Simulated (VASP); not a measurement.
# Ge (I4_1/amd) in VASP: relaxation of the atoms with PBEsol

Aim: the relaxation of the atoms of Ge with PBEsol.

All numbers are computed with VASP 6.6.1; they aren't measurements. Logs are shortened: lines on timing, memory, paths and dates and some standing lists are left out, and cuts for length are marked.

## 1. The cell of the first run

The structure is tetragonal, space group I4_1/amd (No. 141). Conventional cell: a = 4.053 Å, b = 4.053 Å, c = 5.635 Å, α = 90.00°, β = 90.00°, γ = 90.00°. Ge (site symmetry -4m2) has 4 Ge at 2.47 Å within 3.3 Å.

## 2. Relaxation of the atoms, PBEsol (strained cell)

INCAR

```
SYSTEM = Ge
PREC     = Accurate       ! precision mode
ENCUT    = 520            ! plane-wave cutoff, eV
EDIFF    = 1E-6           ! SCF threshold, eV
ISMEAR   = 0              ! smearing method
SIGMA    = 0.1            ! smearing width, eV
LREAL    = .FALSE.        ! projectors in reciprocal space
LASPH    = .TRUE.         ! aspherical terms in the spheres
NELM     = 60             ! most SCF steps
ALGO     = Normal         ! electronic algorithm
ISIF     = 2              ! what is computed and relaxed
LWAVE    = .FALSE.        ! write WAVECAR
LCHARG   = .FALSE.        ! write CHGCAR
GGA      = PS             ! functional
IBRION   = 2              ! ionic algorithm
NSW      = 60             ! ionic steps
EDIFFG   = -0.002         ! ionic threshold
```

KPOINTS

```
Automatic mesh
0
G
  10 10 10
  0 0 0
```

POSCAR

```
Ge
1.0
    0.0000000000      2.8662440442      2.8173647547
    2.8662440442      0.0000000000      2.8173647547
    2.8662440442      2.8662440442      0.0000000000
Ge
2
Direct
    0.0000000000      0.0000000000      0.0000000000
    0.2500000000      0.2500000000      0.2500000000
```

Potentials or basis: VASP PAW PBE potentials, release 64 (Ge_d).

Started as:

```console
$ cat potpaw_PBE.64/Ge_d/POTCAR > POTCAR
$ mpirun -np 1 vasp_std > vasp.out
```

OUTCAR:

```text
SYSTEM = Ge
   PREC = Accurate
   ENCUT = 520
   EDIFF = 1E-6
   ISMEAR = 0
   LREAL = .FALSE.
   LASPH = .TRUE.
   NELM = 60
   ISIF = 2
   GGA = PS
   IBRION = 2
   NSW = 60
   EDIFFG = -0.002

 ion  position               nearest neighbor table
   1  0.000  0.000  0.000-   2 2.47   2 2.47   2 2.47   2 2.47
   2  0.250  0.250  0.250-   1 2.47   1 2.47   1 2.47   1 2.47

  LATTYP: Found a body centered tetragonal cell.
 ALAT       =     4.0534812004
 C/A-ratio  =     1.3900963717

  Lattice vectors:

 A1 = (   0.0000000000,  -2.8662440442,  -2.8173647547)
 A2 = (   0.0000000000,   2.8662440442,  -2.8173647547)
 A3 = (   2.8662440442,   0.0000000000,   2.8173647547)

Analysis of symmetry for initial positions (statically):
=====================================================================
 Subroutine PRICEL returns:
 Original cell was already a primitive cell.

 Routine SETGRP: Setting up the symmetry group for a
 body centered tetragonal supercell.

 Subroutine GETGRP returns: Found 16 space group operations
 (whereof  8 operations were pure point group operations)
 out of a pool of 16 trial point group operations.

The static configuration has the point symmetry D_2d.
 The point group associated with its full space group is D_4h.

Analysis of symmetry for dynamics (positions and initial velocities):
=====================================================================
 Subroutine PRICEL returns:
 Original cell was already a primitive cell.

 Routine SETGRP: Setting up the symmetry group for a
 body centered tetragonal supercell.

 Subroutine GETGRP returns: Found 16 space group operations
 (whereof  8 operations were pure point group operations)
 out of a pool of 16 trial point group operations.

The dynamic configuration has the point symmetry D_2d.
 The point group associated with its full space group is D_4h.

 Subroutine INISYM returns: Found 16 space group operations
 (whereof  8 operations are pure point group operations),
 and found     1 'primitive' translations

----------------------------------------------------------------------------------------

                                     Primitive cell

  volume of cell :      46.2913

  direct lattice vectors                    reciprocal lattice vectors
     0.000000000  2.866244044  2.817364755    -0.174444322  0.174444322  0.177470808
     2.866244044  0.000000000  2.817364755     0.174444322 -0.174444322  0.177470808
     2.866244044  2.866244044  0.000000000     0.174444322  0.174444322 -0.177470808

  length of vectors
     4.019066942  4.019066942  4.053481200     0.303903819  0.303903819  0.303903819

  position of ions in fractional coordinates (direct lattice)
     0.000000000  0.000000000  0.000000000
     0.250000000  0.250000000  0.250000000

  ion indices of the primitive-cell ions
   primitive index   ion index
                 1           1
                 2           2

----------------------------------------------------------------------------------------

 KPOINTS: Automatic mesh

Automatic generation of k-mesh.
 Grid dimensions read from file:
 generate k-points for:   10   10   10

 Generating k-lattice:

  Cartesian coordinates                     Fractional coordinates (reciprocal lattice)
    -0.017444432  0.017444432  0.017747081     0.100000000  0.000000000  0.000000000
     0.017444432 -0.017444432  0.017747081     0.000000000  0.100000000  0.000000000
     0.017444432  0.017444432 -0.017747081    -0.000000000 -0.000000000  0.100000000

  Length of vectors
     0.030390382  0.030390382  0.030390382

  Shift w.r.t. Gamma in fractional coordinates (k-lattice)
     0.000000000  0.000000000  0.000000000

 Subroutine IBZKPT returns following result:
 ===========================================

 Found    102 irreducible k-points:

 Following reciprocal coordinates:
            Coordinates               Weight
  0.000000  0.000000  0.000000      1.000000
  0.100000  0.000000  0.000000      8.000000
  0.200000  0.000000  0.000000      8.000000
  0.300000 -0.000000  0.000000      8.000000
  0.400000 -0.000000  0.000000      8.000000
  0.500000 -0.000000  0.000000      4.000000
[... 16 lines left out ...]
  0.300000  0.300000  0.000000      2.000000
  0.400000  0.300000  0.000000      8.000000
 [... further k-points ...]
   k-points           NKPTS =    102   k-points in BZ     NKDIM =    102   number of bands    NBANDS=     18
   number of dos      NEDOS =    301   number of ions     NIONS =      2
   total plane-waves  NPLWV =  27000
   dimension x,y,z NGX =    30 NGY =   30 NGZ =   30
   dimension x,y,z NGXF=    60 NGYF=   60 NGZF=   60
   ions per type =               2
   NGX,Y,Z   is equivalent  to a cutoff of  12.41, 12.41, 12.30 a.u.
   NGXF,Y,Z  is equivalent  to a cutoff of  24.82, 24.82, 24.61 a.u.
 SYSTEM =  Ge
   PREC   = accura    normal or accurate (medium, high low for compatibility)
   ISTART =      0    job   : 0-new  1-cont  2-samecut
   ICHARG =      2    charge: 1-file 2-atom 10-const
   ISPIN  =      1    spin polarized calculation?
   LNONCOLLINEAR =      F non collinear calculations
   LSORBIT =      F    spin-orbit coupling
   LASPH  =      T    aspherical Exc in radial PAW
   ENCUT  =  520.0 eV  38.22 Ry    6.18 a.u.   7.47  7.47  7.54*2*pi/ulx,y,z
   NELM   =     60;   NELMIN=  2; NELMDL= -5     # of ELM steps
   EDIFF  = 0.1E-05   stopping-criterion for ELM
   LREAL  =      F    real-space projection
   EDIFFG = -.2E-02   stopping-criterion for IOM
   NSW    =     60    number of steps for IOM
   IBRION =      2    ionic relax: 0-MD 1-quasi-New 2-CG
   NFREE  =      1    steps in history (QN), initial steepest desc. (CG)
   ISIF   =      2    stress and relaxation
   ISYM   =      2    0-nonsym 1-usesym 2-fastsym
   POTIM  = 0.5000    time-step for ionic-motion
   TEBEG  =    0.0;   TEEND  =   0.0 temperature during run
   PSTRESS=    0.0 pullay stress
   NELECT =      28.0000    total number of electrons
   NUPDOWN=      -1.0000    fix difference up-down
   EMIN   =  10.00;   EMAX   =-10.00  energy-range for DOS
   EFERMI =   0.00;   METHOD = LEGACY
   ISMEAR =     0;   SIGMA  =   0.10  broadening in eV -4-tet -1-fermi 0-gaus
   EFERMI_NEDOS =   21; number of points for ismear=-14 and -15
   IALGO  =     38    algorithm
   IMIX   =      4    mixing-type and parameters
     AMIX     =   0.40;   BMIX     =  1.00
     AMIX_MAG =   1.60;   BMIX_MAG =  1.00
  volume/ion in A,a.u.               =      23.15       156.19
  Fermi-wavevector in a.u.,A,eV,Ry     =   1.384505  2.616334 26.080365  1.916853
  Thomas-Fermi vector in A             =   2.509002
   LORBIT       =      0    0 simple, 1 ext, 2 COOP (PROOUT), +10 PAW based schemes
   GGA     = PS    functional components
   LHFCALC =     F    Hartree Fock is set to
   AEXX    =    0.0000 exact exchange contribution
   IVDW    =     0    specifies the selected vdW correction
   LEPSILON=     F    determine dielectric tensor
   LRPA    =     F    only Hartree local field effects (RPA)
 conjugate gradient relaxation of ions
 non-spin polarized calculation
 Gauss-broadening in eV      SIGMA  =   0.10
  energy-cutoff  :      520.00
  volume of cell :       46.29
 maximum number of plane-waves:      1271
 NGX is ok and might be reduce to    30
   NGX = 15   NGY = 15   NGZ = 15

 number of electron      28.0000008 magnetization

 Free energy of the ion-electron system (eV)
  ---------------------------------------------------
  ext. energy  EPLUGINS =         0.00000000
  ---------------------------------------------------
  free energy    TOTEN  =        -9.86789648 eV

  energy without entropy =       -9.86753698  energy(sigma->0) =       -9.86771673

 E-fermi :   4.6310     XC(G=0): -10.0242

 val. band max:        4.6062529628   @ k =   0.0000   0.0000   0.0000
 cond. band min:       4.6999857711   @ k =   0.5000  -0.0000   0.0000
 fundamental gap:      0.0937328083
 Fermi energy:         4.6310195659

 k-point     1 :       0.0000    0.0000    0.0000
  band No.  band energies     occupation
      1     -20.0866      2.00000
      2     -20.0827      2.00000
      3     -20.0827      2.00000
      4     -20.0498      2.00000
      5     -20.0485      2.00000
      6     -19.8513      2.00000
[... 10 lines left out ...]
     17       7.2002      0.00000
     18       7.2002      0.00000

 k-point     2 :       0.1000    0.0000    0.0000
  band No.  band energies     occupation
      1     -20.0910      2.00000
      2     -20.0882      2.00000
      3     -20.0823      2.00000
      4     -20.0422      2.00000
      5     -20.0412      2.00000
      6     -19.8587      2.00000
[... 10 lines left out ...]
     17       7.4975      0.00000
     18       7.7196      0.00000

 k-point     3 :       0.2000    0.0000    0.0000
  band No.  band energies     occupation
      1     -20.0994      2.00000
      2     -20.0964      2.00000
      3     -20.0784      2.00000
      4     -20.0285      2.00000
      5     -20.0279      2.00000
      6     -19.8706      2.00000
[... 10 lines left out ...]
     17       8.0326      0.00000
     18       9.2282      0.00000

 k-point     4 :       0.3000   -0.0000    0.0000
  band No.  band energies     occupation
      1     -20.1056      2.00000
      2     -20.1019      2.00000
      3     -20.0732      2.00000
      4     -20.0172      2.00000
      5     -20.0170      2.00000
      6     -19.8794      2.00000
[... 375 lines left out ...]
      4     -20.0173      2.00000
      5     -19.9964      2.00000
      6     -19.9001      2.00000
[... 10 lines left out ...]
     17       8.8735      0.00000
     18       9.6648      0.00000

 k-point    23 :       0.3000    0.3000    0.0000
  band No.  band energies     occupation
      1     -20.1038      2.00000
      2     -20.1038      2.00000
      3     -20.0822      2.00000
      4     -20.0037      2.00000
      5     -19.9677      2.00000
      6     -19.9494      2.00000
[... 10 lines left out ...]
     17      11.2560      0.00000
     18      11.2560      0.00000

 k-point    24 :       0.4000    0.3000    0.0000
  band No.  band energies     occupation
      1     -20.1140      2.00000
      2     -20.1081      2.00000
      3     -20.0657      2.00000
      4     -19.9891      2.00000
      5     -19.9661      2.00000
      6     -19.9517      2.00000
[... 10 lines left out ...]
     17      11.2075      0.00000
     18      11.7337      0.00000

 [... further k-points ...]

------------------------ aborting loop because EDIFF is reached ----------------------------------------

  FORCE on cell =-STRESS in cart. coord.  units (eV):
  Direction    XX          YY          ZZ          XY          YZ          ZX
  --------------------------------------------------------------------------------------
  -------------------------------------------------------------------------------------
  Total       -0.3739168     -0.3739168     -0.0385466      0.0000000      0.0000000      0.0000000
  in kB      -12.9415445    -12.9415445     -1.3341267      0.0000000      0.0000000      0.0000000
  external PRESSURE =      -9.0724053 kB  Pullay stress =       0.0000000 kB

 VOLUME and BASIS-vectors are now :
 -----------------------------------------------------------------------------
  energy-cutoff  :      520.00
  volume of cell :       46.29
      direct lattice vectors                 reciprocal lattice vectors
     0.000000000  2.866244044  2.817364755    -0.174444322  0.174444322  0.177470808
     2.866244044  0.000000000  2.817364755     0.174444322 -0.174444322  0.177470808
     2.866244044  2.866244044  0.000000000     0.174444322  0.174444322 -0.177470808

 POSITION                                       TOTAL-FORCE (eV/Angst)
 -----------------------------------------------------------------------------------
      0.00000      0.00000      0.00000        -0.000000     -0.000000     -0.000000
      1.43312      1.43312      1.40868         0.000000      0.000000      0.000000
 -----------------------------------------------------------------------------------
    total drift:                                0.000000      0.000000      0.000000

  FREE ENERGIE OF THE ION-ELECTRON SYSTEM (eV)
  ---------------------------------------------------
  free  energy   TOTEN  =        -9.8678964834 eV

  energy  without entropy=       -9.8675369751  energy(sigma->0) =       -9.86771673

 reached required accuracy - stopping structural energy minimisation
```

Wall time 54 s (1 thread of Intel Xeon 6975P-C (Granite Rapids), shared host); peak memory 0.21 GiB.

Results:

```yaml
Free_energy: -9.8679 eV
Pressure_after_relaxing: -0.9 GPa
Band_gap_on_the_k_mesh: 0.09 eV (least direct gap 0.13 eV)
```

Final structure:
```
CELL_PARAMETERS angstrom
0.00000 2.86624 2.81736
2.86624 0.00000 2.81736
2.86624 2.86624 0.00000
ATOMIC_POSITIONS crystal
Ge 0.00000 0.00000 0.00000
Ge 0.25000 0.25000 0.25000
```

Caveat: the cell differs from its parent crystal (strained cell); the PAW data sets were made with another functional, which shifts forces and pressure a little.
